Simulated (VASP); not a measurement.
A run of VASP 6.6.1 is set up as follows.

File INCAR:

```
SYSTEM = BP
PREC = Accurate
ENCUT = 520
EDIFF = 1E-6
ISMEAR = 0
SIGMA = 0.02
LREAL = .False.
LASPH = .True.
NELM = 60
ALGO = Normal
ISIF = 2
LWAVE = .False.
LCHARG = .True.
GGA = PE
LELF = .True.
LVHAR = .True.
NBANDS = 11
```

Contents of KPOINTS:

```
Automatic mesh
0
Gamma
  10 10 10
  0 0 0
```

Contents of POSCAR:

```
BP
1.0
    0.0000000000      2.2741675664      2.2741675664
    2.2741675664      0.0000000000      2.2741675664
    2.2741675664      2.2741675664      0.0000000000
B P
1 1
Direct
    0.5000000000      0.5000000000      0.5000000000
    0.7500000000      0.7500000000      0.7500000000
```

Potentials or basis: VASP PAW PBE potentials, release 64 (B, P).

Run with:

```console
$ cat potpaw_PBE.64/B/POTCAR potpaw_PBE.64/P/POTCAR > POTCAR
$ mpirun -np 1 vasp_std > vasp.out
```

**Question.** Predict the pressure.

**Answer.** -0.2 GPa.

**Question.** Predict the band gap on the k mesh.

**Answer.** 1.25 eV, indirect (least direct gap 3.39 eV).

A k mesh can miss the band edges. Expect the measured gap to be larger: semilocal functionals such as PBE lack the derivative discontinuity.
